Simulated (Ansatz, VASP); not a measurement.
# Two plane-wave programs on Cu

```
Cu
1.0
     0.00000    2.77821    2.77821
     2.77821    0.00000    2.77821
     2.77821    2.77821    0.00000
Cu
2
Direct
  0.12500 0.12500 0.12500
  0.87500 0.87500 0.87500
```

Alike in both runs: task single point; functional PBE; k mesh 12 × 12 × 12; occupations fermi-dirac, width 0.1 eV; no spin polarisation.

|  | VASP | Ansatz |
| --- | --- | --- |
| version | VASP 6.6.1 | Ansatz 0.2.0 |
| potentials or method | VASP PAW PBE potentials, release 64 (Cu), cutoff 520 eV | plane waves (420 eV) with PAW, scalar-relativistic |
| valence electrons in the cell | 22 | 38 |

```csv
,VASP,Ansatz,Ansatz less VASP
pressure (GPa),-4.6,-4.6,-0.01
```

VASP's potentials hold 22 valence electrons a cell and Ansatz's 38, so a difference there can come from the potentials and not from the codes.
